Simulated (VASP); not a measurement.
# NbCd3 (Pm-3m) in VASP: single point with PBE

Aim: the single point of NbCd3 with PBE.

Program: VASP 6.6.1. These are calculated values, not measurements. Logs are shortened: lines on timing, memory, paths and dates and some standing lists are left out, and cuts for length are marked.

**1. The cell of the first run**

The structure is cubic, space group Pm-3m (No. 221). Conventional cell: a = 4.215 Å, b = 4.215 Å, c = 4.215 Å, α = 90.00°, β = 90.00°, γ = 90.00°. Within 3.9 Å of Nb (site symmetry m-3m) lie 12 Cd at 2.98 Å. Cd (site symmetry 4/mmm) has 4 Nb at 2.98 Å and 8 Cd at 2.98 Å within 3.9 Å.

**2. Single point, PBE**

INCAR

```
PREC = Accurate
ENCUT = 520
EDIFF = 1E-6
ISMEAR = 1
SIGMA = 0.2
LREAL = False
LASPH = True
NELM = 100
ALGO = Normal
ISIF = 2
LWAVE = False
LCHARG = False
GGA = PE
NBANDS = 32
```

KPOINTS

```
Automatic mesh
0
Gamma
  6 6 6
  0.5 0.5 0.5
```

POSCAR

```
NbCd3
1.0
    4.2150000000      0.0000000000      0.0000000000
    0.0000000000      4.2150000000      0.0000000000
    0.0000000000      0.0000000000      4.2150000000
Nb Cd
1 3
Direct
    0.0000000000      0.0000000000      0.0000000000
    0.0000000000      0.5000000000      0.5000000000
    0.5000000000      0.0000000000      0.5000000000
    0.5000000000      0.5000000000      0.0000000000
```

Potentials or basis: VASP PAW PBE potentials, release 64 (Nb_sv, Cd).

Run with:

```sh
$ cat potpaw_PBE.64/Nb_sv/POTCAR potpaw_PBE.64/Cd/POTCAR > POTCAR
$ mpirun -np 1 vasp_std > vasp.out
```

OUTCAR:

```text
PREC = Accurate
   ENCUT = 520
   EDIFF = 1E-6
   ISMEAR = 1
   LREAL = False
   LASPH = True
   NELM = 100
   ISIF = 2
   GGA = PE

 ion  position               nearest neighbor table
   1  0.000  0.000  0.000-   2 2.98   3 2.98   4 2.98   2 2.98   3 2.98   2 2.98   4 2.98   2 2.98
                             3 2.98   4 2.98   3 2.98   4 2.98
   2  0.000  0.500  0.500-   1 2.98   3 2.98   4 2.98   1 2.98   4 2.98   1 2.98   3 2.98   1 2.98
                             3 2.98   4 2.98   4 2.98   3 2.98
   3  0.500  0.000  0.500-   1 2.98   2 2.98   4 2.98   1 2.98   4 2.98   2 2.98   4 2.98   4 2.98
                             1 2.98   2 2.98   1 2.98   2 2.98
   4  0.500  0.500  0.000-   1 2.98   2 2.98   3 2.98   2 2.98   3 2.98   1 2.98   3 2.98   3 2.98
                             1 2.98   2 2.98   2 2.98   1 2.98

  LATTYP: Found a simple cubic cell.
 ALAT       =     4.2150000000

  Lattice vectors:

 A1 = (   4.2150000000,   0.0000000000,   0.0000000000)
 A2 = (   0.0000000000,   4.2150000000,   0.0000000000)
 A3 = (   0.0000000000,   0.0000000000,   4.2150000000)

Analysis of symmetry for initial positions (statically):
=====================================================================
 Subroutine PRICEL returns:
 Original cell was already a primitive cell.

 Routine SETGRP: Setting up the symmetry group for a
 simple cubic supercell.

 Subroutine GETGRP returns: Found 48 space group operations
 (whereof 48 operations were pure point group operations)
 out of a pool of 48 trial point group operations.

The static configuration has the point symmetry O_h .

Analysis of symmetry for dynamics (positions and initial velocities):
=====================================================================
 Subroutine PRICEL returns:
 Original cell was already a primitive cell.

 Routine SETGRP: Setting up the symmetry group for a
 simple cubic supercell.

 Subroutine GETGRP returns: Found 48 space group operations
 (whereof 48 operations were pure point group operations)
 out of a pool of 48 trial point group operations.

The dynamic configuration has the point symmetry O_h .

 Subroutine INISYM returns: Found 48 space group operations
 (whereof 48 operations are pure point group operations),
 and found     1 'primitive' translations

----------------------------------------------------------------------------------------

                                     Primitive cell

  volume of cell :      74.8846

  direct lattice vectors                    reciprocal lattice vectors
     4.215000000  0.000000000  0.000000000     0.237247924  0.000000000  0.000000000
     0.000000000  4.215000000  0.000000000     0.000000000  0.237247924  0.000000000
     0.000000000  0.000000000  4.215000000     0.000000000  0.000000000  0.237247924

  length of vectors
     4.215000000  4.215000000  4.215000000     0.237247924  0.237247924  0.237247924

  position of ions in fractional coordinates (direct lattice)
     0.000000000  0.000000000  0.000000000
     0.000000000  0.500000000  0.500000000
     0.500000000  0.000000000  0.500000000
     0.500000000  0.500000000  0.000000000

  ion indices of the primitive-cell ions
   primitive index   ion index
                 1           1
                 2           2
                 3           3
                 4           4

----------------------------------------------------------------------------------------

 KPOINTS: Automatic mesh

Automatic generation of k-mesh.
 Grid dimensions read from file:
 generate k-points for:    6    6    6

 Generating k-lattice:

  Cartesian coordinates                     Fractional coordinates (reciprocal lattice)
     0.039541321  0.000000000  0.000000000     0.166666667  0.000000000  0.000000000
     0.000000000  0.039541321  0.000000000     0.000000000  0.166666667  0.000000000
     0.000000000  0.000000000  0.039541321     0.000000000  0.000000000  0.166666667

  Length of vectors
     0.039541321  0.039541321  0.039541321

  Shift w.r.t. Gamma in fractional coordinates (k-lattice)
     0.500000000  0.500000000  0.500000000

 Subroutine IBZKPT returns following result:
 ===========================================

 Found     10 irreducible k-points:

 Following reciprocal coordinates:
            Coordinates               Weight
  0.083333  0.083333  0.083333      8.000000
  0.250000  0.083333  0.083333     24.000000
  0.416667  0.083333  0.083333     24.000000
  0.250000  0.250000  0.083333     24.000000
  0.416667  0.250000  0.083333     48.000000
  0.416667  0.416667  0.083333     24.000000
  0.250000  0.250000  0.250000      8.000000
  0.416667  0.250000  0.250000     24.000000
  0.416667  0.416667  0.250000     24.000000
  0.416667  0.416667  0.416667      8.000000
   k-points           NKPTS =     10   k-points in BZ     NKDIM =     10   number of bands    NBANDS=     32
   number of dos      NEDOS =    301   number of ions     NIONS =      4
   total plane-waves  NPLWV =  32768
   dimension x,y,z NGX =    32 NGY =   32 NGZ =   32
   dimension x,y,z NGXF=    64 NGYF=   64 NGZF=   64
   ions per type =               1   3
   NGX,Y,Z   is equivalent  to a cutoff of  12.62, 12.62, 12.62 a.u.
   NGXF,Y,Z  is equivalent  to a cutoff of  25.24, 25.24, 25.24 a.u.
 SYSTEM =  unknown system
   PREC   = accura    normal or accurate (medium, high low for compatibility)
   ISTART =      0    job   : 0-new  1-cont  2-samecut
   ICHARG =      2    charge: 1-file 2-atom 10-const
   ISPIN  =      1    spin polarized calculation?
   LNONCOLLINEAR =      F non collinear calculations
   LSORBIT =      F    spin-orbit coupling
   LASPH  =      T    aspherical Exc in radial PAW
   ENCUT  =  520.0 eV  38.22 Ry    6.18 a.u.   7.84  7.84  7.84*2*pi/ulx,y,z
   NELM   =    100;   NELMIN=  2; NELMDL= -5     # of ELM steps
   EDIFF  = 0.1E-05   stopping-criterion for ELM
   LREAL  =      F    real-space projection
   EDIFFG = 0.1E-04   stopping-criterion for IOM
   NSW    =      0    number of steps for IOM
   IBRION =     -1    ionic relax: 0-MD 1-quasi-New 2-CG
   NFREE  =      0    steps in history (QN), initial steepest desc. (CG)
   ISIF   =      2    stress and relaxation
   ISYM   =      2    0-nonsym 1-usesym 2-fastsym
   POTIM  = 0.5000    time-step for ionic-motion
   TEBEG  =    0.0;   TEEND  =   0.0 temperature during run
   PSTRESS=    0.0 pullay stress
   NELECT =      49.0000    total number of electrons
   NUPDOWN=      -1.0000    fix difference up-down
   EMIN   =  10.00;   EMAX   =-10.00  energy-range for DOS
   EFERMI =   0.00;   METHOD = LEGACY
   ISMEAR =     1;   SIGMA  =   0.20  broadening in eV -4-tet -1-fermi 0-gaus
   EFERMI_NEDOS =   21; number of points for ismear=-14 and -15
   IALGO  =     38    algorithm
   IMIX   =      4    mixing-type and parameters
     AMIX     =   0.40;   BMIX     =  1.00
     AMIX_MAG =   1.60;   BMIX_MAG =  1.00
  volume/ion in A,a.u.               =      18.72       126.34
  Fermi-wavevector in a.u.,A,eV,Ry     =   1.421268  2.685807 27.483802  2.020002
  Thomas-Fermi vector in A             =   2.542096
   LORBIT       =      0    0 simple, 1 ext, 2 COOP (PROOUT), +10 PAW based schemes
   GGA     = PE    functional components
   LHFCALC =     F    Hartree Fock is set to
   AEXX    =    0.0000 exact exchange contribution
   IVDW    =     0    specifies the selected vdW correction
   LEPSILON=     F    determine dielectric tensor
   LRPA    =     F    only Hartree local field effects (RPA)
 non-spin polarized calculation
 Methfessel and Paxton  Order N= 1 SIGMA  =   0.20
  energy-cutoff  :      520.00
  volume of cell :       74.88
 maximum number of plane-waves:      2029
 NGX is ok and might be reduce to    32
   NGX = 15   NGY = 15   NGZ = 15

 number of electron      49.0000040 magnetization

 Free energy of the ion-electron system (eV)
  ---------------------------------------------------
  ext. energy  EPLUGINS =         0.00000000
  ---------------------------------------------------
  free energy    TOTEN  =       -11.77315057 eV

  energy without entropy =      -11.76499352  energy(sigma->0) =      -11.77043156

 E-fermi :   5.3563     XC(G=0): -11.9537

 val. band max:        4.9908499253   @ k =   0.4167   0.4167   0.0833
 cond. band min:       5.3806924036   @ k =   0.4167   0.2500   0.0833
 fundamental gap:      0.3898424783
 Fermi energy:         5.3563455392

 k-point     1 :       0.0833    0.0833    0.0833
  band No.  band energies     occupation
      1     -49.6072      2.00000
      2     -25.6777      2.00000
      3     -25.6767      2.00000
      4     -25.6767      2.00000
      5      -4.3960      2.00000
      6      -4.1907      2.00000
[... 24 lines left out ...]
     31      11.4478      0.00000
     32      13.2141      0.00000

 k-point     2 :       0.2500    0.0833    0.0833
  band No.  band energies     occupation
      1     -49.6069      2.00000
      2     -25.6869      2.00000
      3     -25.6776      2.00000
      4     -25.6770      2.00000
      5      -4.2295      2.00000
      6      -4.1144      2.00000
[... 24 lines left out ...]
     31      11.7196      0.00000
     32      12.6683      0.00000

 k-point     3 :       0.4167    0.0833    0.0833
  band No.  band energies     occupation
      1     -49.6065      2.00000
      2     -25.6966      2.00000
      3     -25.6780      2.00000
      4     -25.6774      2.00000
      5      -4.0481      2.00000
      6      -3.9768      2.00000
[... 24 lines left out ...]
     31      11.4713      0.00000
     32      12.0362      0.00000

 k-point     4 :       0.2500    0.2500    0.0833
  band No.  band energies     occupation
      1     -49.6066      2.00000
      2     -25.6875      2.00000
      3     -25.6850      2.00000
      4     -25.6776      2.00000
      5      -4.1317      2.00000
      6      -3.9897      2.00000
[... 164 lines left out ...]
     31      11.5346      0.00000
     32      13.4522      0.00000

 k-point     9 :       0.4167    0.4167    0.2500
  band No.  band energies     occupation
      1     -49.6059      2.00000
      2     -25.6922      2.00000
      3     -25.6915      2.00000
      4     -25.6840      2.00000
      5      -4.0149      2.00000
      6      -3.8906      2.00000
[... 24 lines left out ...]
     31      10.3094      0.00000
     32      11.8235      0.00000

 k-point    10 :       0.4167    0.4167    0.4167
  band No.  band energies     occupation
      1     -49.6057      2.00000
      2     -25.6907      2.00000
      3     -25.6898      2.00000
      4     -25.6898      2.00000
      5      -4.0895      2.00000
      6      -4.0447      2.00000
[... 24 lines left out ...]
     31       9.6224      0.00000
     32      10.3476      0.00000

------------------------ aborting loop because EDIFF is reached ----------------------------------------

  FORCE on cell =-STRESS in cart. coord.  units (eV):
  Direction    XX          YY          ZZ          XY          YZ          ZX
  --------------------------------------------------------------------------------------
  -------------------------------------------------------------------------------------
  Total        3.6093767      3.6093767      3.6093767     -0.0000000     -0.0000000      0.0000000
  in kB       77.2236015     77.2236015     77.2236015     -0.0000000     -0.0000000      0.0000000
  external PRESSURE =      77.2236015 kB  Pullay stress =       0.0000000 kB

 VOLUME and BASIS-vectors are now :
 -----------------------------------------------------------------------------
  energy-cutoff  :      520.00
  volume of cell :       74.88
      direct lattice vectors                 reciprocal lattice vectors
     4.215000000  0.000000000  0.000000000     0.237247924  0.000000000  0.000000000
     0.000000000  4.215000000  0.000000000     0.000000000  0.237247924  0.000000000
     0.000000000  0.000000000  4.215000000     0.000000000  0.000000000  0.237247924

 POSITION                                       TOTAL-FORCE (eV/Angst)
 -----------------------------------------------------------------------------------
      0.00000      0.00000      0.00000         0.000000      0.000000      0.000000
      0.00000      2.10750      2.10750         0.000000      0.000000      0.000000
      2.10750      0.00000      2.10750         0.000000      0.000000      0.000000
      2.10750      2.10750      0.00000         0.000000      0.000000      0.000000
 -----------------------------------------------------------------------------------
    total drift:                                0.000000     -0.000000     -0.000000

  FREE ENERGIE OF THE ION-ELECTRON SYSTEM (eV)
  ---------------------------------------------------
  free  energy   TOTEN  =       -11.7731505715 eV

  energy  without entropy=      -11.7649935236  energy(sigma->0) =      -11.77043156
```

Run time: 19 s. Hardware: 1 thread of AMD EPYC 7R13 (Zen 3), shared host; peak memory 0.15 GiB.

What came out:

| Item | Value |
| --- | --- |
| Free energy | -11.7732 eV |
| Pressure | 7.7 GPa |

Levels at points of the mesh, in eV from the Fermi level:
| k point | band 21 | band 22 | band 23 | band 24 | band 25 | band 26 | band 27 | band 28 |
| --- | --- | --- | --- | --- | --- | --- | --- | --- |
| (0.08, 0.08, 0.08) | -1.47 | -1.47 | -0.67 | 0.28 | 0.28 | 1.34 | 1.34 | 1.71 |
